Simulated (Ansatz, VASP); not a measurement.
**One calculation of NbCu, two programs**

Contents of INCAR:

```
ALGO = Fast
EDIFF = 1E-6
ENCUT = 520
GGA = PE
ISIF = 2
ISMEAR = -1
LASPH = True
LCHARG = False
LREAL = False
LWAVE = False
NBANDS = 19
NELM = 100
PREC = Accurate
SIGMA = 0.05
```

Contents of KPOINTS:

```
k-points
0
Gamma
  9 9 9
```

File POSCAR:

```
NbCu
1.0
    0.0000000000      2.5791787727      2.5791787727
    2.5791787727      0.0000000000      2.5791787727
    2.5791787727      2.5791787727      0.0000000000
Nb Cu
1 1
Direct
    0.0000000000      0.0000000000      0.0000000000
    0.5000000000      0.5000000000      0.5000000000
```

File input.yaml:

```yaml
crystal:
  lattice:
    - [0.0, 2.5791787727, 2.5791787727]
    - [2.5791787727, 0.0, 2.5791787727]
    - [2.5791787727, 2.5791787727, 0.0]
  atoms:
    - { symbol: Nb, position: [0.0, 0.0, 0.0] }
    - { symbol: Cu, position: [0.5, 0.5, 0.5] }
kpoints:
  mp_grid: { grid: [9, 9, 9] }
scf:
  occupations: { method: fermi_dirac, width: 0.05 }
hamiltonian:
  xc: pbe
  pseudopotentials: { kind: all_electron, lapw: { basis_error: 0.0005 } }
output:
  forces: true
  stress: true
  eigenvalues: true
```

Change from the starting cell: volume scaled by 1.02.

Alike in both runs: task single point; functional PBE; k mesh 9 × 9 × 9; occupations fermi-dirac, width 0.05 eV; no spin polarisation.

|  | VASP | Ansatz |
| --- | --- | --- |
| version | VASP 6.6.1 | Ansatz 0.2.0 |
| potentials or method | VASP PAW PBE potentials, release 64 (Nb_sv, Cu), cutoff 520 eV | all-electron LAPW, scalar-relativistic |

|  | VASP | Ansatz | Ansatz less VASP |
| --- | --- | --- | --- |
| gap on the k mesh at the Fermi level (eV) | none | none | - |
| pressure (GPa) | -2.7 | -2.7 | -0.06 |

A gap of «none» marks a metal or a gap that the smearing closes. Ansatz ran all-electron here, and VASP with PAW potentials.
